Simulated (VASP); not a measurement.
# GaP (R-3m) in VASP: notebook

The runs below take GaP through single point, with LDA.

Everything below comes from runs of VASP 6.6.1. Logs are shortened: lines on timing, memory, paths and dates and some standing lists are left out, and cuts for length are marked.

## Step 1: The cell of the first run

The structure is trigonal, space group R-3m (No. 166). The conventional cell has a = 3.916 Å, b = 3.916 Å, c = 17.276 Å, α = 90.00°, β = 90.00°, γ = 120.00°. Ga (site symmetry 3m) has 1 Ga at 2.21 Å and 3 P at 2.39 Å within 2.9 Å. Within 2.7 Å of P (site symmetry 3m) lie 1 P at 2.01 Å and 3 Ga at 2.39 Å.

## Step 2: Single point, LDA (19.12 Å³/atom)

Contents of INCAR:

```
SYSTEM = GaP
PREC     = Accurate       ! precision mode
ENCUT    = 520            ! plane-wave cutoff, eV
EDIFF    = 1E-7           ! SCF threshold, eV
ISMEAR   = 0              ! smearing method
SIGMA    = 0.05           ! smearing width, eV
LREAL    = .FALSE.        ! projectors in reciprocal space
LASPH    = .TRUE.         ! aspherical terms in the spheres
NELM     = 60             ! most SCF steps
ALGO     = Normal         ! electronic algorithm
ISIF     = 2              ! what is computed and relaxed
LWAVE    = .FALSE.        ! write WAVECAR
LCHARG   = .TRUE.         ! write CHGCAR
LELF     = .TRUE.         ! ELF
LVHAR    = .TRUE.       
NBANDS   = 26             ! bands
```

Contents of KPOINTS:

```
Automatic mesh
0
G
  9 9 9
  0 0 0
```

Contents of POSCAR:

```
GaP
1.0
    1.9578451524      1.1303624258      5.7588057314
   -1.9578451524      1.1303624258      5.7588057314
    0.0000000000     -2.2607248516      5.7588057314
Ga P
2 2
Direct
    0.4359784395      0.4359784395      0.4359784395
    0.5640215605      0.5640215605      0.5640215605
    0.0580350955      0.0580350955      0.0580350955
    0.9419649045      0.9419649045      0.9419649045
```

Potentials or basis: VASP PAW LDA potentials, release 64 (Ga_d, P).

On the command line:

```bash
> cat potpaw_LDA.64/Ga_d/POTCAR potpaw_LDA.64/P/POTCAR > POTCAR
> mpirun -np 1 vasp_std > vasp.out
```

OUTCAR:

```text
SYSTEM = GaP
   PREC = Accurate
   ENCUT = 520
   EDIFF = 1E-7
   ISMEAR = 0
   LREAL = .FALSE.
   LASPH = .TRUE.
   NELM = 60
   ISIF = 2

 ion  position               nearest neighbor table
   1  0.436  0.436  0.436-   2 2.21   3 2.39   3 2.39   3 2.39
   2  0.564  0.564  0.564-   1 2.21   4 2.39   4 2.39   4 2.39
   3  0.058  0.058  0.058-   4 2.01   1 2.39   1 2.39   1 2.39
   4  0.942  0.942  0.942-   3 2.01   2 2.39   2 2.39   2 2.39

  LATTYP: Found a trigonal (rhomboedric) cell.
 ALAT       =     6.1866566340
 COS(alpha) =     0.7997029052

  Lattice vectors:

 A1 = (   1.9578451524,   1.1303624258,   5.7588057314)
 A2 = (  -1.9578451524,   1.1303624258,   5.7588057314)
 A3 = (   0.0000000000,  -2.2607248516,   5.7588057314)

Analysis of symmetry for initial positions (statically):
=====================================================================
 Subroutine PRICEL returns:
 Original cell was already a primitive cell.

 Routine SETGRP: Setting up the symmetry group for a
 trigonal (rhombohedral) supercell.

 Subroutine GETGRP returns: Found 12 space group operations
 (whereof 12 operations were pure point group operations)
 out of a pool of 12 trial point group operations.

The static configuration has the point symmetry D_3d.

Analysis of symmetry for dynamics (positions and initial velocities):
=====================================================================
 Subroutine PRICEL returns:
 Original cell was already a primitive cell.

 Routine SETGRP: Setting up the symmetry group for a
 trigonal (rhombohedral) supercell.

 Subroutine GETGRP returns: Found 12 space group operations
 (whereof 12 operations were pure point group operations)
 out of a pool of 12 trial point group operations.

The dynamic configuration has the point symmetry D_3d.

 Subroutine INISYM returns: Found 12 space group operations
 (whereof 12 operations are pure point group operations),
 and found     1 'primitive' translations

----------------------------------------------------------------------------------------

                                     Primitive cell

  volume of cell :      76.4680

[... 88 lines left out ...]
   LSORBIT =      F    spin-orbit coupling
   LASPH  =      T    aspherical Exc in radial PAW
   ENCUT  =  520.0 eV  38.22 Ry    6.18 a.u.  11.50 11.50 11.50*2*pi/ulx,y,z
   NELM   =     60;   NELMIN=  2; NELMDL= -5     # of ELM steps
   EDIFF  = 0.1E-06   stopping-criterion for ELM
   LREAL  =      F    real-space projection
   EDIFFG = 0.1E-05   stopping-criterion for IOM
   NSW    =      0    number of steps for IOM
   IBRION =     -1    ionic relax: 0-MD 1-quasi-New 2-CG
   NFREE  =      0    steps in history (QN), initial steepest desc. (CG)
   ISIF   =      2    stress and relaxation
   ISYM   =      2    0-nonsym 1-usesym 2-fastsym
   POTIM  = 0.5000    time-step for ionic-motion
   TEBEG  =    0.0;   TEEND  =   0.0 temperature during run
   PSTRESS=    0.0 pullay stress
   NELECT =      36.0000    total number of electrons
   NUPDOWN=      -1.0000    fix difference up-down
   EMIN   =  10.00;   EMAX   =-10.00  energy-range for DOS
   EFERMI =   0.00;   METHOD = LEGACY
   ISMEAR =     0;   SIGMA  =   0.05  broadening in eV -4-tet -1-fermi 0-gaus
   EFERMI_NEDOS =   21; number of points for ismear=-14 and -15
   IALGO  =     38    algorithm
   IMIX   =      4    mixing-type and parameters
     AMIX     =   0.40;   BMIX     =  1.00
     AMIX_MAG =   1.60;   BMIX_MAG =  1.00
  volume/ion in A,a.u.               =      19.12       129.01
  Fermi-wavevector in a.u.,A,eV,Ry     =   1.273549  2.406659 22.067667  1.621928
  Thomas-Fermi vector in A             =   2.406366
   LORBIT       =      0    0 simple, 1 ext, 2 COOP (PROOUT), +10 PAW based schemes
   GGA     = CA    functional components
   LHFCALC =     F    Hartree Fock is set to
   AEXX    =    0.0000 exact exchange contribution
   IVDW    =     0    specifies the selected vdW correction
   LEPSILON=     F    determine dielectric tensor
   LRPA    =     F    only Hartree local field effects (RPA)
 non-spin polarized calculation
 Gauss-broadening in eV      SIGMA  =   0.05
  energy-cutoff  :      520.00
  volume of cell :       76.47
 maximum number of plane-waves:      2103
 NGX is ok and might be reduce to    48
   NGX = 23   NGY = 23   NGZ = 23

 number of electron      35.9999991 magnetization

 Free energy of the ion-electron system (eV)
  ---------------------------------------------------
  ext. energy  EPLUGINS =         0.00000000
  ---------------------------------------------------
  free energy    TOTEN  =       -19.78185282 eV

  energy without entropy =      -19.78185174  energy(sigma->0) =      -19.78185228

 E-fermi :   5.5318     XC(G=0): -10.4042

 val. band max:        5.4200399874   @ k =   0.0000   0.0000   0.0000
 cond. band min:       5.6426636059   @ k =   0.0000   0.0000   0.0000
 fundamental gap:      0.2226236185
 Fermi energy:         5.5317529336

 k-point     1 :       0.0000    0.0000    0.0000
  band No.  band energies     occupation
      1      -9.8500      2.00000
      2      -9.5688      2.00000
      3      -9.5688      2.00000
      4      -9.4615      2.00000
      5      -9.4615      2.00000
      6      -9.3916      2.00000
[... 685 lines left out ...]
     25      13.6359      0.00000
     26      14.8566      0.00000

 [... further k-points ...]

------------------------ aborting loop because EDIFF is reached ----------------------------------------

  FORCE on cell =-STRESS in cart. coord.  units (eV):
  Direction    XX          YY          ZZ          XY          YZ          ZX
  --------------------------------------------------------------------------------------
  -------------------------------------------------------------------------------------
  Total       -2.3880005     -2.3880005     13.3269048      0.0000000     -0.0000000      0.0000000
  in kB      -50.0340056    -50.0340056    279.2287581      0.0000000     -0.0000000      0.0000000
  external PRESSURE =      59.7202490 kB  Pullay stress =       0.0000000 kB

 VOLUME and BASIS-vectors are now :
 -----------------------------------------------------------------------------
  energy-cutoff  :      520.00
  volume of cell :       76.47
      direct lattice vectors                 reciprocal lattice vectors
     1.957845152  1.130362426  5.758805731     0.255382812  0.147445335  0.057882372
    -1.957845152  1.130362426  5.758805731    -0.255382812  0.147445335  0.057882372
     0.000000000 -2.260724852  5.758805731     0.000000000 -0.294890670  0.057882372

 POSITION                                       TOTAL-FORCE (eV/Angst)
 -----------------------------------------------------------------------------------
      0.00000      0.00000      7.53215         0.000000      0.000000     -1.499363
      0.00000      0.00000      9.74427         0.000000      0.000000      1.499363
      0.00000      0.00000      1.00264         0.000000     -0.000000      2.729952
      0.00000      0.00000     16.27378         0.000000      0.000000     -2.729952
 -----------------------------------------------------------------------------------
    total drift:                                0.000000      0.000000      0.000000

  FREE ENERGIE OF THE ION-ELECTRON SYSTEM (eV)
  ---------------------------------------------------
  free  energy   TOTEN  =       -19.7818528150 eV

  energy  without entropy=      -19.7818517449  energy(sigma->0) =      -19.78185228
```

OSZICAR:

```text
N       E                     dE             d eps       ncg     rms          rms(c)
DAV:   1     0.234787676569E+03    0.23479E+03   -0.17110E+04  4462   0.208E+03
DAV:   2     0.748993953493E+01   -0.22730E+03   -0.21877E+03  4732   0.442E+02
DAV:   3    -0.194964635231E+02   -0.26986E+02   -0.26580E+02  5562   0.121E+02
DAV:   4    -0.203691996823E+02   -0.87274E+00   -0.86981E+00  5308   0.222E+01
DAV:   5    -0.203927492621E+02   -0.23550E-01   -0.23528E-01  6018   0.341E+00    0.810E+00
DAV:   6    -0.199118791246E+02    0.48087E+00   -0.51683E-01  6192   0.109E+01    0.485E+00
DAV:   7    -0.197843518059E+02    0.12753E+00   -0.44575E-01  4828   0.356E+00    0.110E+00
DAV:   8    -0.197823623225E+02    0.19895E-02   -0.42765E-02  5290   0.192E+00    0.405E-01
DAV:   9    -0.197819351020E+02    0.42722E-03   -0.55499E-03  5956   0.748E-01    0.198E-01
DAV:  10    -0.197818376020E+02    0.97500E-04   -0.60145E-04  5164   0.218E-01    0.525E-02
DAV:  11    -0.197818535294E+02   -0.15927E-04   -0.82413E-05  5668   0.613E-02    0.112E-02
DAV:  12    -0.197818527647E+02    0.76463E-06   -0.81020E-06  5266   0.227E-02    0.137E-02
DAV:  13    -0.197818527948E+02   -0.30093E-07   -0.10029E-06  5134   0.641E-03    0.585E-03
DAV:  14    -0.197818528150E+02   -0.20178E-07   -0.93833E-08  3120   0.252E-03
   1 F= -.19781853E+02 E0= -.19781852E+02  d E =-.107006E-05
```

stdout:

```text
POSCAR found type information on POSCAR GaP
 POSCAR found :  2 types and       4 ions
 scaLAPACK will be used
 LDA part: xc-table for (Slater(with rela. corr.)+CA(PZ))
 , standard interpolation
 POSCAR, INCAR and KPOINTS ok, starting setup
 FFT: planning ... GRIDC
 FFT: planning ... GRID_SOFT
 FFT: planning ... GRID
 WAVECAR not read
 entering main loop
```

It took 2.6 min on 1 thread of Intel Xeon 6975P-C (Granite Rapids), shared host; peak memory 0.34 GiB.

Results:

```yaml
Free_energy: -19.7819 eV
Pressure: 6.0 GPa
Largest_force: 2.730 eV/Å
Band_gap_on_the_k_mesh: 0.22 eV
```

Forces on the atoms (eV/Å):
```
Ga   0.000  0.000 -1.499
Ga   0.000  0.000  1.499
P    0.000  0.000  2.730
P    0.000  0.000 -2.730
```

Stress tensor (GPa, compression positive):
```
-5.00  0.00  0.00
 0.00 -5.00  0.00
 0.00  0.00 27.92
```

Levels at points of the mesh, in eV from the valence-band top:
```tsv
k point	band 14	band 15	band 16	band 17	band 18	band 19	band 20	band 21	band 22	band 23
(0.00, 0.00, 0.00)	-2.60	-2.60	-0.05	0.00	0.00	0.22	1.89	3.03	3.03	3.84
```

Caveat: the stress differs along the axes, from -5 to 28 GPa; semilocal functionals underestimate gaps, and a narrow one can read as zero; forces of over 1 eV/Å act on the atoms, so gaps and moduli don't describe the material at rest.

## Step 3: Single point, LDA (19.64 Å³/atom)

This run uses another cell than the first one, of 19.64 Å³/atom.

Contents of INCAR:

```
SYSTEM = GaP
  ALGO = Normal
  EDIFF = 1E-7
  ENCUT = 520
  ISIF = 2
  ISMEAR = 0
  LASPH = .TRUE.
  LCHARG = .FALSE.
  LREAL = .FALSE.
  LWAVE = .FALSE.
  NBANDS = 26
  NELM = 60
  PREC = Accurate
  SIGMA = 0.05
```

Contents of KPOINTS:

```
k-points
0
G
  9 9 9
  0 0 0
```

Contents of POSCAR:

```
GaP
1.0
    1.7855937722      1.0309130450      7.1132103904
   -1.7855937722      1.0309130450      7.1132103904
    0.0000000000     -2.0618260900      7.1132103904
Ga P
2 2
Direct
    0.4359784395      0.4359784395      0.4359784395
    0.5640215605      0.5640215605      0.5640215605
    0.0580350955      0.0580350955      0.0580350955
    0.9419649045      0.9419649045      0.9419649045
```

Potentials or basis: VASP PAW LDA potentials, release 64 (Ga_d, P).

On the command line:

```bash
> cat potpaw_LDA.64/Ga_d/POTCAR potpaw_LDA.64/P/POTCAR > POTCAR
> mpirun -np 1 vasp_std > vasp.out
```

Run time: 6 min. Hardware: 1 thread of Intel Xeon 6975P-C (Granite Rapids), shared host; peak memory 0.4 GiB.

It converged, with:

```yaml
Free_energy: -19.4312 eV
Pressure: 3.0 GPa
Largest_force: 1.096 eV/Å
Band_gap_on_the_k_mesh: zero (bands 18 and 19 overlap by 0.49 eV)
```

Forces in eV/Å, atoms in the order of the input:
```
Ga   0.000  0.000  0.699
Ga   0.000  0.000 -0.699
P    0.000  0.000 -1.096
P    0.000  0.000  1.096
```

Stress tensor (GPa, compression positive):
```
 12.29   0.00   0.00
  0.00  12.29   0.00
  0.00   0.00 -15.65
```

Levels at points of the mesh, in eV from the Fermi level:
| k point | band 14 | band 15 | band 16 | band 17 | band 18 | band 19 | band 20 | band 21 | band 22 | band 23 |
| --- | --- | --- | --- | --- | --- | --- | --- | --- | --- | --- |
| (0.00, 0.00, 0.00) | -0.88 | -0.81 | -0.75 | -0.75 | 0.27 | 0.27 | 2.91 | 3.85 | 4.59 | 4.59 |

Caveat: the stress differs along the axes, from -16 to 12 GPa; semilocal functionals underestimate gaps, and a narrow one can read as zero; forces of over 1 eV/Å act on the atoms, so gaps and moduli don't describe the material at rest.

## Step 4: Single point, LDA (19.64 Å³/atom)

This run uses another cell than the first one, of 19.64 Å³/atom.

Contents of INCAR:

```
SYSTEM = GaP
PREC = Accurate
ENCUT = 520
EDIFF = 1E-7
ISMEAR = 0
SIGMA = 0.05
LREAL = .False.
LASPH = .True.
NELM = 80
ALGO = Normal
ISIF = 2
LWAVE = .False.
LCHARG = .False.
NBANDS = 26
```

Contents of KPOINTS:

```
Automatic mesh
0
Gamma
  9 9 9
  0 0 0
```

Contents of POSCAR:

```
GaP
1.0
    1.8220660815      1.0519703426      6.8312901527
   -1.8220660815      1.0519703426      6.8312901527
    0.0000000000     -2.1039406852      6.8312901527
Ga P
2 2
Direct
    0.4359784395      0.4359784395      0.4359784395
    0.5640215605      0.5640215605      0.5640215605
    0.0580350955      0.0580350955      0.0580350955
    0.9419649045      0.9419649045      0.9419649045
```

On the command line:

```bash
> cat potpaw_LDA.64/Ga_d/POTCAR potpaw_LDA.64/P/POTCAR > POTCAR
> mpirun -np 1 vasp_std > vasp.out
```

Wall time 6 min (1 thread of Intel Xeon 6975P-C (Granite Rapids), shared host); peak memory 0.37 GiB.

It converged, with:

```yaml
Free_energy: -19.9367 eV
Pressure: 1.2 GPa
Largest_force: 0.990 eV/Å
Band_gap_on_the_k_mesh: zero (filled and empty bands touch)
```

Forces in eV/Å, atoms in the order of the input:
```
Ga   0.000  0.000  0.555
Ga   0.000  0.000 -0.555
P    0.000  0.000 -0.990
P    0.000  0.000  0.990
```

Stress tensor (GPa, compression positive):
```
  8.58   0.00   0.00
  0.00   8.58   0.00
  0.00   0.00 -13.61
```

Levels at points of the mesh, in eV from the Fermi level:
| k point | band 14 | band 15 | band 16 | band 17 | band 18 | band 19 | band 20 | band 21 | band 22 | band 23 |
| --- | --- | --- | --- | --- | --- | --- | --- | --- | --- | --- |
| (0.00, 0.00, 0.00) | -1.29 | -1.29 | -0.81 | -0.11 | -0.02 | -0.02 | 2.13 | 3.24 | 4.08 | 4.08 |

Caveat: the stress differs along the axes, from -14 to 9 GPa; semilocal functionals underestimate gaps, and a narrow one can read as zero.

## Step 5: Overview

```csv
cell,gap on the mesh (eV),pressure (GPa),largest force (eV/Å)
"a = 6.187 Å, angles 36.9°, 4 atoms",0.22,6.0,2.73
"a = 7.406 Å, angles 27.9°, 4 atoms",none,3.0,1.10
"a = 7.148 Å, angles 29.5°, 4 atoms",none,1.2,0.99
```

Alike in all rows: task single point; level LDA; potentials or basis VASP PAW LDA potentials, release 64 (Ga_d, P); no spin polarisation; k mesh 9 × 9 × 9; cutoff (eV) 520; smearing gaussian 0.05 eV.

Caveats: semilocal functionals underestimate gaps, and a narrow one can read as zero; forces of over 1 eV/Å act on the atoms, so gaps and moduli don't describe the material at rest (at least some runs); the stress differs along the axes, from -5 to 28 GPa (at least some runs); the stress differs along the axes, from -16 to 12 GPa (at least some runs); the stress differs along the axes, from -14 to 9 GPa (at least some runs).

Total energies depend on the potentials used, so only differences within one code and one set of settings carry meaning.

The gap in the log of VASP goes by the Fermi energy; the results here count the filled bands.